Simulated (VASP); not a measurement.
# TaN (P6_3/mmc) in VASP: notebook

Runs on TaN. Level: PBEsol. Tasks: electric field gradients.

Everything below comes from runs of VASP 6.6.1. Logs are shortened: lines on timing, memory, paths and dates and some standing lists are left out, and cuts for length are marked.

## 1. The cell of the first run

The structure is hexagonal, space group P6_3/mmc (No. 194). The conventional cell has a = 3.078 Å, b = 3.078 Å, c = 4.918 Å, α = 90.00°, β = 90.00°, γ = 120.00°. Within 2.9 Å of Ta (site symmetry -3m) lie 6 N at 2.16 Å and 2 Ta at 2.46 Å. Within 2.9 Å of N (site symmetry -6m2) lie 6 Ta at 2.16 Å.

## 2. Electric field gradients, PBEsol (equal xx and yy strain of +1 %)

File INCAR:

```
SYSTEM = TaN
ALGO = Normal
EDIFF = 1E-8
ENCUT = 520
GGA = PS
ISIF = 2
ISMEAR = -1
LASPH = .True.
LCHARG = .False.
LEFG = .True.
LREAL = .False.
LWAVE = .False.
NBANDS = 24
NELM = 60
PREC = Accurate
SIGMA = 0.01
```

File KPOINTS:

```
k-points
0
Gamma
  9 9 5
  0 0 0
```

File POSCAR:

```
TaN
1.0
    3.0784819984      0.0000000000      0.0000000000
   -1.5392409992      2.6660436156      0.0000000000
    0.0000000000      0.0000000000      4.9180000000
Ta N
2 2
Direct
    0.0000000000      0.0000000000      0.0000000000
    0.0000000000      0.0000000000      0.5000000000
    0.3333333333      0.6666666667      0.2500000000
    0.6666666667      0.3333333333      0.7500000000
```

Potentials or basis: VASP PAW PBE potentials, release 64 (Ta_pv, N).

The run is started by

```bash
$ cat potpaw_PBE.64/Ta_pv/POTCAR potpaw_PBE.64/N/POTCAR > POTCAR
$ mpirun -np 1 vasp_std > vasp.out
```

OUTCAR:

```text
SYSTEM = TaN
   EDIFF = 1E-8
   ENCUT = 520
   GGA = PS
   ISIF = 2
   ISMEAR = -1
   LASPH = .True.
   LREAL = .False.
   NELM = 60
   PREC = Accurate

 ion  position               nearest neighbor table
   1  0.000  0.000  0.000-   3 2.16   4 2.16   3 2.16   4 2.16   4 2.16   3 2.16   2 2.46   2 2.46

   2  0.000  0.000  0.500-   3 2.16   4 2.16   3 2.16   4 2.16   4 2.16   3 2.16   1 2.46   1 2.46

   3  0.333  0.667  0.250-   1 2.16   2 2.16   1 2.16   2 2.16   1 2.16   2 2.16
   4  0.667  0.333  0.750-   1 2.16   2 2.16   1 2.16   2 2.16   1 2.16   2 2.16

  LATTYP: Found a hexagonal cell.
 ALAT       =     3.0784819984
 C/A-ratio  =     1.5975406069

  Lattice vectors:

 A1 = (   3.0784819984,   0.0000000000,   0.0000000000)
 A2 = (  -1.5392409992,   2.6660436156,   0.0000000000)
 A3 = (   0.0000000000,   0.0000000000,   4.9180000000)

Analysis of symmetry for initial positions (statically):
=====================================================================
 Subroutine PRICEL returns:
 Original cell was already a primitive cell.

 Routine SETGRP: Setting up the symmetry group for a
 hexagonal supercell.

 Subroutine GETGRP returns: Found 24 space group operations
 (whereof 12 operations were pure point group operations)
 out of a pool of 24 trial point group operations.

The static configuration has the point symmetry D_3d.
 The point group associated with its full space group is D_6h.

Analysis of symmetry for dynamics (positions and initial velocities):
=====================================================================
 Subroutine PRICEL returns:
 Original cell was already a primitive cell.

 Routine SETGRP: Setting up the symmetry group for a
 hexagonal supercell.

 Subroutine GETGRP returns: Found 24 space group operations
 (whereof 12 operations were pure point group operations)
 out of a pool of 24 trial point group operations.

The dynamic configuration has the point symmetry D_3d.
 The point group associated with its full space group is D_6h.

 Subroutine INISYM returns: Found 24 space group operations
 (whereof 12 operations are pure point group operations),
 and found     1 'primitive' translations

----------------------------------------------------------------------------------------

                                     Primitive cell

  volume of cell :      40.3638

  direct lattice vectors                    reciprocal lattice vectors
     3.078481998  0.000000000  0.000000000     0.324835422  0.187543819  0.000000000
    -1.539240999  2.666043616  0.000000000     0.000000000  0.375087637  0.000000000
     0.000000000  0.000000000  4.918000000     0.000000000  0.000000000  0.203334689

  length of vectors
     3.078481998  3.078481998  4.918000000     0.375087637  0.375087637  0.203334689

  position of ions in fractional coordinates (direct lattice)
     0.000000000  0.000000000  0.000000000
     0.000000000  0.000000000  0.500000000
     0.333333333  0.666666667  0.250000000
     0.666666667  0.333333333  0.750000000

  ion indices of the primitive-cell ions
   primitive index   ion index
                 1           1
                 2           2
                 3           3
                 4           4

----------------------------------------------------------------------------------------

 KPOINTS: k-points

Automatic generation of k-mesh.
 Grid dimensions read from file:
 generate k-points for:    9    9    5

 Generating k-lattice:

  Cartesian coordinates                     Fractional coordinates (reciprocal lattice)
     0.036092825  0.020838202  0.000000000     0.111111111  0.000000000  0.000000000
     0.000000000  0.041676404  0.000000000     0.000000000  0.111111111  0.000000000
     0.000000000  0.000000000  0.040666938     0.000000000  0.000000000  0.200000000

  Length of vectors
     0.041676404  0.041676404  0.040666938

  Shift w.r.t. Gamma in fractional coordinates (k-lattice)
     0.000000000  0.000000000  0.000000000

 Subroutine IBZKPT returns following result:
 ===========================================

 Found     36 irreducible k-points:

 Following reciprocal coordinates:
            Coordinates               Weight
  0.000000  0.000000  0.000000      1.000000
  0.111111 -0.000000  0.000000      6.000000
  0.222222  0.000000  0.000000      6.000000
  0.333333 -0.000000  0.000000      6.000000
  0.444444  0.000000  0.000000      6.000000
  0.111111  0.111111  0.000000      6.000000
[... 16 lines left out ...]
  0.333333  0.222222  0.200000     24.000000
  0.333333  0.333333  0.200000      4.000000
 [... further k-points ...]
   k-points           NKPTS =     36   k-points in BZ     NKDIM =     36   number of bands    NBANDS=     24
   number of dos      NEDOS =    301   number of ions     NIONS =      4
   total plane-waves  NPLWV =  23040
   dimension x,y,z NGX =    24 NGY =   24 NGZ =   40
   dimension x,y,z NGXF=    48 NGYF=   48 NGZF=   80
   ions per type =               2   2
   NGX,Y,Z   is equivalent  to a cutoff of  12.96, 12.96, 13.52 a.u.
   NGXF,Y,Z  is equivalent  to a cutoff of  25.92, 25.92, 27.04 a.u.
 SYSTEM =  TaN
   PREC   = accura    normal or accurate (medium, high low for compatibility)
   ISTART =      0    job   : 0-new  1-cont  2-samecut
   ICHARG =      2    charge: 1-file 2-atom 10-const
   ISPIN  =      1    spin polarized calculation?
   LNONCOLLINEAR =      F non collinear calculations
   LSORBIT =      F    spin-orbit coupling
   LASPH  =      T    aspherical Exc in radial PAW
   ENCUT  =  520.0 eV  38.22 Ry    6.18 a.u.   5.72  5.72  9.14*2*pi/ulx,y,z
   NELM   =     60;   NELMIN=  2; NELMDL= -5     # of ELM steps
   EDIFF  = 0.1E-07   stopping-criterion for ELM
   LREAL  =      F    real-space projection
   EDIFFG = 0.1E-06   stopping-criterion for IOM
   NSW    =      0    number of steps for IOM
   IBRION =     -1    ionic relax: 0-MD 1-quasi-New 2-CG
   NFREE  =      0    steps in history (QN), initial steepest desc. (CG)
   ISIF   =      2    stress and relaxation
   ISYM   =      2    0-nonsym 1-usesym 2-fastsym
   POTIM  = 0.5000    time-step for ionic-motion
   TEBEG  =    0.0;   TEEND  =   0.0 temperature during run
   PSTRESS=    0.0 pullay stress
   NELECT =      32.0000    total number of electrons
   NUPDOWN=      -1.0000    fix difference up-down
   EMIN   =  10.00;   EMAX   =-10.00  energy-range for DOS
   EFERMI =   0.00;   METHOD = LEGACY
   ISMEAR =    -1;   SIGMA  =   0.01  broadening in eV -4-tet -1-fermi 0-gaus
   EFERMI_NEDOS =   21; number of points for ismear=-14 and -15
   IALGO  =     38    algorithm
   IMIX   =      4    mixing-type and parameters
     AMIX     =   0.40;   BMIX     =  1.00
     AMIX_MAG =   1.60;   BMIX_MAG =  1.00
  volume/ion in A,a.u.               =      10.09        68.10
  Fermi-wavevector in a.u.,A,eV,Ry     =   1.515168  2.863252 31.235344  2.295733
  Thomas-Fermi vector in A             =   2.624728
   LORBIT       =      0    0 simple, 1 ext, 2 COOP (PROOUT), +10 PAW based schemes
   GGA     = PS    functional components
   LHFCALC =     F    Hartree Fock is set to
   AEXX    =    0.0000 exact exchange contribution
   IVDW    =     0    specifies the selected vdW correction
   LEPSILON=     F    determine dielectric tensor
   LRPA    =     F    only Hartree local field effects (RPA)
 non-spin polarized calculation
  energy-cutoff  :      520.00
  volume of cell :       40.36
 maximum number of plane-waves:      1096
 NGX is ok and might be reduce to    24
   NGX = 11   NGY = 11   NGZ = 19

 number of electron      32.0000003 magnetization

 Free energy of the ion-electron system (eV)
  ---------------------------------------------------
  ext. energy  EPLUGINS =         0.00000000
  ---------------------------------------------------
  free energy    TOTEN  =       -44.39797414 eV

  energy without entropy =      -44.39643606  energy(sigma->0) =      -44.39720510

 E-fermi :   9.4866     XC(G=0): -13.7884

 val. band max:        9.4661823789   @ k =   0.3333  -0.0000   0.2000
 cond. band min:       9.4981781253   @ k =   0.2222   0.2222   0.4000
 fundamental gap:      0.0319957464
 Fermi energy:         9.4865967406

 k-point     1 :       0.0000    0.0000    0.0000
  band No.  band energies     occupation
      1     -27.6069      2.00000
      2     -25.8214      2.00000
      3     -25.8214      2.00000
      4     -25.4447      2.00000
      5     -25.4447      2.00000
      6     -24.5819      2.00000
[... 637 lines left out ...]
     23      16.6576      0.00000
     24      16.6576      0.00000

 [... further k-points ...]
[... 5 lines left out ...]
  --------------------------------------------------------------------------------------
  -------------------------------------------------------------------------------------
  Total        3.6035980      3.6035980     23.9688652      0.0000000      0.0000000     -0.0000000
  in kB      143.0390205    143.0390205    951.4055095      0.0000000      0.0000000     -0.0000000
  external PRESSURE =     412.4945168 kB  Pullay stress =       0.0000000 kB

 VOLUME and BASIS-vectors are now :
 -----------------------------------------------------------------------------
  energy-cutoff  :      520.00
  volume of cell :       40.36
      direct lattice vectors                 reciprocal lattice vectors
     3.078481998  0.000000000  0.000000000     0.324835422  0.187543819  0.000000000
    -1.539240999  2.666043616  0.000000000     0.000000000  0.375087637  0.000000000
     0.000000000  0.000000000  4.918000000     0.000000000  0.000000000  0.203334689

 POSITION                                       TOTAL-FORCE (eV/Angst)
 -----------------------------------------------------------------------------------
      0.00000      0.00000      0.00000        -0.000000      0.000000      0.000000
      0.00000      0.00000      2.45900        -0.000000      0.000000      0.000000
     -0.00000      1.77736      1.22950         0.000000      0.000000     -0.000000
      1.53924      0.88868      3.68850        -0.000000     -0.000000      0.000000
 -----------------------------------------------------------------------------------
    total drift:                               -0.000000      0.000000      0.000000

  FREE ENERGIE OF THE ION-ELECTRON SYSTEM (eV)
  ---------------------------------------------------
  free  energy   TOTEN  =       -44.3979741353 eV

  energy  without entropy=      -44.3964360568  energy(sigma->0) =      -44.39720510

 Electric field gradients (V/A^2)
---------------------------------------------------------------------
 ion       V_xx      V_yy      V_zz      V_xy      V_xz      V_yz
---------------------------------------------------------------------
   1      88.131    88.131  -176.262    -0.000    -0.000     0.000
   2      88.131    88.131  -176.262    -0.000     0.000    -0.000
   3      -2.988    -2.987     5.975     0.000     0.000     0.000
   4      -2.988    -2.987     5.975     0.000    -0.000     0.000
---------------------------------------------------------------------

 Electric field gradients after diagonalization (V/A^2)
 (convention: |V_zz| > |V_xx| > |V_yy|)
----------------------------------------------------------------------
 ion       V_xx      V_yy      V_zz     asymmetry (V_yy - V_xx)/ V_zz
----------------------------------------------------------------------
   1      88.131    88.130  -176.262       0.000
   2      88.131    88.130  -176.262       0.000
   3      -2.988    -2.987     5.975       0.000
   4      -2.988    -2.987     5.975       0.000
----------------------------------------------------------------------

           NMR quadrupolar parameters

 Cq : quadrupolar parameter    Cq=e*Q*V_zz/h
 eta: asymmetry parameters     (V_yy - V_xx)/ V_zz
 Q  : nuclear electric quadrupole moment in mb (millibarn)
----------------------------------------------------------------------
 ion       Cq(MHz)       eta       Q (mb)
----------------------------------------------------------------------
   1      -0.426       0.000       1.000
   2      -0.426       0.000       1.000
   3       0.014       0.000       1.000
   4       0.014       0.000       1.000
----------------------------------------------------------------------
```

Run time: 28 s. Hardware: 1 thread of Intel Xeon Platinum 8375C at 2.90GHz (Ice Lake), shared host; peak memory 0.17 GiB.

What came out:

```yaml
Free_energy: -44.3980 eV
Pressure: 41.2 GPa
Band_gap_on_the_k_mesh: zero (band 16 reaches 10.12 eV, above the bottom of band 17 at 7.58 eV)
```

Electric field gradients, principal values (V/Å²):
| atom | least | middle | greatest (by size) |
| --- | --- | --- | --- |
| 1 Ta | 88.130 | 88.131 | -176.262 |
| 2 Ta | 88.130 | 88.131 | -176.262 |
| 3 N | -2.987 | -2.988 | 5.975 |
| 4 N | -2.987 | -2.988 | 5.975 |

Caveat: the cell differs from its parent crystal (equal xx and yy strain of +1 %); without QUAD_EFG the Cq values of the log hold for a quadrupole moment of 1 mb, not for the nuclei; the PAW data sets were made with another functional, which shifts forces and pressure a little; spin-orbit coupling is left out, which moves the levels of the heavy elements.

[end of part 1 of 3]
